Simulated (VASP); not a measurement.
Wanted: the native input for a VASP 6.6.1 run.

```yaml
Task: single point
Functional: PBE
Potentials_or_basis: VASP PAW PBE potentials, release 64 (Y_sv, Ge_d, S)
Cutoff: 520 eV
k_mesh: 6 × 6 × 6
Occupations: gaussian, width 0.1 eV
Spin: no spin polarisation
Dipole_correction: no
Further_INCAR_settings: ALGO = Normal; EDIFF = 1e-06; NBANDS = 29
```

The structure of Y2GeS lies in POSCAR:

```
Y2GeS
1.0
   -2.7486309374      2.7486309374      4.7262086559
    2.7486309374     -2.7486309374      4.7262086559
    2.7486309374      2.7486309374     -4.7262086559
Y Ge S
2 1 1
Direct
    0.5000000000      0.0000000000      0.5000000000
    0.0000000000      0.5000000000      0.5000000000
    0.5000000000      0.5000000000      0.0000000000
    0.0000000000      0.0000000000      0.0000000000
```

The cell was generated, and may not be a known phase.

One way to write it, as run:

INCAR

```
PREC     = Accurate       # precision mode
ENCUT    = 520            # plane-wave cutoff, eV
EDIFF    = 1E-6           # SCF threshold, eV
ISMEAR   = 0              # smearing method
SIGMA    = 0.1            # smearing width, eV
LREAL    = False          # projectors in reciprocal space
LASPH    = True           # aspherical terms in the spheres
NELM     = 100            # most SCF steps
ALGO     = Normal         # electronic algorithm
ISIF     = 2              # what is computed and relaxed
LWAVE    = False          # write WAVECAR
LCHARG   = True           # write CHGCAR
GGA      = PE             # functional
LELF     = True           # ELF
LVHAR    = True         
NBANDS   = 29             # bands
```

KPOINTS

```
Automatic mesh
0
Gamma
  6 6 6
```

Potentials or basis: VASP PAW PBE potentials, release 64 (Y_sv, Ge_d, S).

Run with:

```sh
$ cat potpaw_PBE.64/Y_sv/POTCAR potpaw_PBE.64/Ge_d/POTCAR potpaw_PBE.64/S/POTCAR > POTCAR
$ mpirun -np 1 vasp_std > vasp.out
```

Results of the run:

```yaml
Pressure: -0.1 GPa
Band_gap_on_the_k_mesh: zero (bands 21 and 22 overlap by 0.96 eV)
```

Wall time 2 min on 1 thread of Intel(R) Xeon(R) 6975P-C (Granite Rapids) (shared host), peak memory 0.41 GiB.
